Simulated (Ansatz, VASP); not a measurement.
Al2O3: VASP beside Ansatz

```
Al O
1.0
     4.90066    0.00000    0.00000
     0.00000   10.09168    0.00000
     0.00000    0.00000    3.02571
Al O
4 6
Direct
  0.43174 0.32956 0.50000
  0.56826 0.67044 0.50000
  0.93174 0.17044 0.00000
  0.06826 0.82956 0.00000
  0.75455 0.22696 0.50000
  0.00000 0.00000 0.00000
  0.74545 0.72696 0.00000
  0.25455 0.27304 0.00000
  0.24545 0.77304 0.50000
  0.50000 0.50000 0.50000
```

Change from the starting cell: strain +0.040 along x and y, +0.000 along z, atoms carried along.

Alike in both runs: task single point; functional PBE; k mesh 6 × 4 × 8; occupations gaussian, width 0.05 eV; no spin polarisation.

|  | VASP | Ansatz |
| --- | --- | --- |
| version | VASP 6.6.1 | Ansatz 0.2.0 |
| potentials or method | VASP PAW PBE potentials, release 64 (Al, O), cutoff 520 eV | scalar-relativistic, plane waves, PAW |
| valence electrons in the cell | 48 | 48 |

```tsv
	VASP	Ansatz	Ansatz less VASP
gap on the k mesh at the Fermi level (eV)	2.67	2.68	+0.011
least direct gap on the mesh (eV)	2.67	2.68	+0.011
pressure (GPa)	-9.7	-9.6	+0.12
traceless stress, the component that is largest in VASP (GPa)	-6.91	-6.97	-0.065
rms of the force components (eV/Å)	0.322	0.326	+0.0034
```

Atom by atom the forces differ by 0.006 eV/Å (rms over components).
